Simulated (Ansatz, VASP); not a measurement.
# K2S: VASP beside Ansatz

File INCAR:

```
SYSTEM = K2S
PREC = Accurate
ENCUT = 500
EDIFF = 1E-6
ISMEAR = 0
SIGMA = 0.01
LREAL = .False.
LASPH = .True.
NELM = 120
ALGO = Normal
ISIF = 2
LWAVE = .False.
LCHARG = .True.
GGA = PE
LELF = .True.
LVHAR = .True.
NBANDS = 19
ISYM = 0
GGA_COMPAT = .False.
```

Contents of KPOINTS:

```
regular mesh
0
Gamma
  4 4 4
  0 0 0
```

POSCAR

```
K2S
1.0
    0.0000000000      3.7027568507      3.7027568507
    3.7027568507      0.0000000000      3.7027568507
    3.7027568507      3.7027568507      0.0000000000
S K
1 2
Direct
    0.0000000000      0.0000000000      0.0000000000
    0.2500000000      0.2500000000      0.2500000000
    0.7500000000      0.7500000000      0.7500000000
```

Input for Ansatz:

```yaml
crystal:
  lattice:
    - [0.0, 3.7027568507, 3.7027568507]
    - [3.7027568507, 0.0, 3.7027568507]
    - [3.7027568507, 3.7027568507, 0.0]
  atoms:
    - { symbol: S, position: [0.0, 0.0, 0.0] }
    - { symbol: K, position: [0.25, 0.25, 0.25] }
    - { symbol: K, position: [0.75, 0.75, 0.75] }
  symmetry: { detect: false }
kpoints:
  mp_grid: { grid: [4, 4, 4] }
hamiltonian:
  xc: pbe
scf:
  occupations: { method: fixed }
  n_extra_bands: 4
output:
  forces: true
  stress: true
  eigenvalues: true
```

Alike in both runs: task single point; functional PBE; k mesh 4 × 4 × 4; no spin polarisation.

```csv
,VASP,Ansatz
version,VASP 6.6.1,Ansatz 0.2.0
potentials or method,"VASP PAW PBE potentials, release 64 (S, K_sv)",plane waves
plane-wave cutoff (eV),500,420
occupations,"gaussian, width 0.01 eV",fixed
valence electrons in the cell,24,24
```

VASP gave:

```
gap on the k mesh at the Fermi level (eV) : 2.38
pressure (GPa)                            : 0.5
```

Estimate Ansatz's values.

gap on the k mesh at the Fermi level (eV): 2.38; pressure (GPa): 0.4.
